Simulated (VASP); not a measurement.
Al: single point with PBE+D3(BJ)

Al:

```
Al
1.0
     0.00000    1.78435    2.08234
     1.78435    0.00000    2.08234
     1.78435    1.78435    0.00000
Al
1
Cartesian
  0.0000 0.0000 0.0000
```

```yaml
Program: VASP 6.6.1
Task: single point
Functional: PBE
Dispersion: D3(BJ)
Potentials_or_basis: VASP PAW PBE potentials, release 64 (Al)
Cutoff: 520 eV
k_mesh: 22 × 22 × 22
Occupations: gaussian, width 0.15 eV
Spin: no spin polarisation
```

| Quantity | Value |
| --- | --- |
| Pressure | 25.1 GPa |
| Band gap on the k mesh | zero (an odd number of electrons rules out a gap without spin polarisation) |
| Dispersion energy per atom | -0.422 eV |

Stress tensor (GPa, compression positive):
```
33.19  0.00  0.00
 0.00 33.19  0.00
 0.00  0.00  8.93
```

Levels at points of the mesh, in eV from the Fermi level:
| k point | band 1 | band 2 | band 3 | band 4 | band 5 | band 6 |
| --- | --- | --- | --- | --- | --- | --- |
| (0.00, 0.00, 0.00) | -12.66 | 12.93 | 14.99 | 14.99 | 16.95 | 17.32 |
| (0.50, 0.00, 0.00) | -5.38 | -4.53 | 10.29 | 10.78 | 14.73 | 16.55 |
| (0.50, 0.50, 0.00) | -4.92 | -3.81 | 6.81 | 9.15 | 9.15 | 13.50 |
| (0.50, 0.00, 0.50) | -2.41 | -0.57 | 4.99 | 5.40 | 6.52 | 10.59 |

Run time: 35 s on 1 thread of Intel(R) Xeon(R) Platinum 8488C (Sapphire Rapids), on a shared host, peak memory 0.19 GiB.

Caveat: the stress differs along the axes, from 9 to 33 GPa.
